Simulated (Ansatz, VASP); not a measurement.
# SrO: VASP beside Ansatz

Contents of INCAR:

```
ALGO = Normal ; EDIFF = 1E-7
ENCUT = 520 ; GGA = PE
ISIF = 2 ; ISMEAR = 0
LASPH = T ; LCHARG = F
LREAL = F ; LWAVE = F
NBANDS = 15 ; NELM = 100
PREC = Accurate ; SIGMA = 0.05
```

File KPOINTS:

```
k-points
0
Gamma
  8 8 8
```

The input POSCAR:

```
SrO
1.0
    0.0096367500      2.5698000000      2.5698000000
    2.5698000000      0.0096367500      2.5698000000
    2.5794367500      2.5794367500      0.0000000000
Sr O
1 1
Direct
    0.0000000000      0.0000000000      0.0000000000
    0.5000000000      0.5000000000      0.5000000000
```

Input for Ansatz:

```yaml
crystal:
  lattice:
    - [0.00963675, 2.5698, 2.5698]
    - [2.5698, 0.00963675, 2.5698]
    - [2.57943675, 2.57943675, 0.0]
  atoms:
    - { symbol: Sr, position: [0.0, 0.0, 0.0] }
    - { symbol: O, position: [0.5, 0.5, 0.5] }
basis:
  ecutwfc: 420
kpoints:
  mp_grid: { grid: [8, 8, 8] }
hamiltonian:
  xc: pbe
scf:
  occupations: { method: gaussian, width: 0.05 }
output:
  forces: true
  stress: true
  eigenvalues: true
  write_density: true
  write_potential: true
  elf: true
  volumetric_format: npy
```

Change from the starting cell: strain +0.0075 x Voigt [0, 0, 0, 0, 0, 1], atoms carried along.

Alike in both runs: task single point; functional PBE; k mesh 8 × 8 × 8; occupations gaussian, width 0.05 eV; no spin polarisation.

|  | VASP | Ansatz |
| --- | --- | --- |
| version | VASP 6.6.1 | Ansatz 0.2.0 |
| potentials or method | VASP PAW PBE potentials, release 64 (Sr_sv, O), cutoff 520 eV | scalar-relativistic, plane waves, PAW |
| valence electrons in the cell | 16 | 16 |

|  | VASP | Ansatz | Ansatz less VASP |
| --- | --- | --- | --- |
| gap on the k mesh at the Fermi level (eV) | 3.26 | 3.30 | +0.049 |
| least direct gap on the mesh (eV) | 3.34 | 3.38 | +0.038 |
| pressure (GPa) | 3.5 | 2.9 | -0.59 |
| traceless stress, the component that is largest in VASP (GPa) | -0.41 | -0.41 | 0.000 |
